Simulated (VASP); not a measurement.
Input of a VASP 6.6.1 run:

Contents of INCAR:

```
SYSTEM = Os
PREC = Accurate
ENCUT = 520
EDIFF = 1E-7
ISMEAR = 0
SIGMA = 0.1
LREAL = .FALSE.
LASPH = .TRUE.
NELM = 60
ALGO = Normal
ISIF = 2
LWAVE = .FALSE.
LCHARG = .FALSE.
GGA = PS
NBANDS = 24
```

KPOINTS

```
regular mesh
0
G
  6 6 4
  0 0 0
```

The input POSCAR:

```
Os
1.0
    1.9539176024     -4.1265497201      0.0000000000
    1.9539176024      4.1265497201      0.0000000000
    0.0000000000      0.0000000000      3.8882621327
Os
4
Direct
    0.1502828779      0.8497171221     -0.0000084791
    0.6502828779      0.3497171221      0.5000084791
    0.8497171221      0.1502828779      1.0000084791
    0.3497171221      0.6502828779      0.4999915209
```

Potentials or basis: VASP PAW PBE potentials, release 64 (Os).

Command:

```sh
$ cat potpaw_PBE.64/Os/POTCAR > POTCAR
$ mpirun -np 1 vasp_std > vasp.out
```

Question: Estimate the pressure.

Answer: 0.5 GPa.

Question: Predict the band gap on the k mesh.

Answer: Zero (bands 16 and 17 overlap by 3.34 eV).

Stress tensor (GPa, compression positive):
```
 0.67  0.00  0.00
 0.00 -0.03  0.00
 0.00  0.00  0.79
```

Caveat: the k points lie up to 0.40 Å⁻¹ apart, too coarse for converged energies and pressures of a metal; the PAW data sets were made with another functional, which shifts forces and pressure a little; spin-orbit coupling is left out, which moves the levels of the heavy elements.
